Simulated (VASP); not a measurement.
Here is a VASP 6.6.1 calculation.

INCAR

```
SYSTEM = Pd
  PREC = Accurate
  ENCUT = 520
  EDIFF = 1E-7
  ISMEAR = 1
  SIGMA = 0.01
  LREAL = .FALSE.
  LASPH = .TRUE.
  NELM = 150
  ALGO = Normal
  ISIF = 2
  LWAVE = .FALSE.
  LCHARG = .FALSE.
  ISPIN = 2
  MAGMOM = 0.288
  LORBIT = 11
  LMAXMIX = 4
  GGA = PE
  NBANDS = 15
```

The input KPOINTS:

```
regular mesh
0
G
  14 14 14
  0 0 0
```

Contents of POSCAR:

```
Pd
1.0
    0.0000000000      1.9737080107      1.9737080107
    1.9737080107      0.0000000000      1.9737080107
    1.9737080107      1.9737080107      0.0000000000
Pd
1
Direct
    0.0000000000      0.0000000000      0.0000000000
```

Potentials or basis: VASP PAW PBE potentials, release 64 (Pd).

Launch:

```sh
$ cat potpaw_PBE.64/Pd/POTCAR > POTCAR
$ mpirun -np 1 vasp_std > vasp.out
```

**Question.** Predict the site moments.

**Answer.** Pd +0.45 μB.

**Question.** What does it give for the net moment?

**Answer.** 0.45 μB per cell.

**Question.** Predict the pressure.

**Answer.** -0.3 GPa.
